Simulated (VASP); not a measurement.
Input of a VASP 6.6.1 run:

File POSCAR:

```
Zn
1.0
    0.0000000000      1.9961467420      1.9961467420
    1.9961467420      0.0000000000      1.9961467420
    1.9961467420      1.9961467420      0.0000000000
Zn
1
Direct
    0.0000000000      0.0000000000      0.0000000000
```

INCAR.step1

```
SYSTEM = Zn
PREC = Accurate
ENCUT = 400
EDIFF = 1E-5
ISMEAR = -1
SIGMA = 0.05
LREAL = .False.
LASPH = .True.
NELM = 120
ALGO = Normal
ISIF = 2
LWAVE = .True.
LCHARG = .False.
NBANDS = 12
GGA = PE
GGA_COMPAT = .False.
```

Contents of INCAR.step2:

```
SYSTEM = Zn
PREC = Accurate
ENCUT = 400
EDIFF = 1E-6
ISMEAR = -1
SIGMA = 0.05
LREAL = .False.
LASPH = .True.
NELM = 120
ALGO = Normal
ISIF = 2
LWAVE = .False.
LCHARG = .False.
GGA = B3
LHFCALC = .True.
AEXX = 0.2
AGGAX = 0.72
AGGAC = 0.81
ALDAC = 0.19
PRECFOCK = Normal
NBANDS = 12
ISTART = 1
GGA_COMPAT = .False.
```

KPOINTS

```
Automatic mesh
0
Gamma
  6 6 6
  0 0 0
```

Potentials or basis: VASP PAW PBE potentials, release 64 (Zn).

The run is started by

```bash
$ cat potpaw_PBE.64/Zn/POTCAR > POTCAR
$ cp INCAR.step1 INCAR
$ mpirun -np 1 vasp_std > vasp.out
$ cp INCAR.step2 INCAR
$ mpirun -np 1 vasp_std > vasp.out
```

(1) Predict the band gap on the k mesh.

(2) Predict the pressure.

Answers

(1) zero (bands 6 and 7 overlap by 2.82 eV).

(2) -0.7 GPa.

Caveat: the k points lie up to 0.45 Å⁻¹ apart, too coarse for converged energies and pressures of a metal; the PAW data sets were made with another functional, which shifts forces and pressure a little.
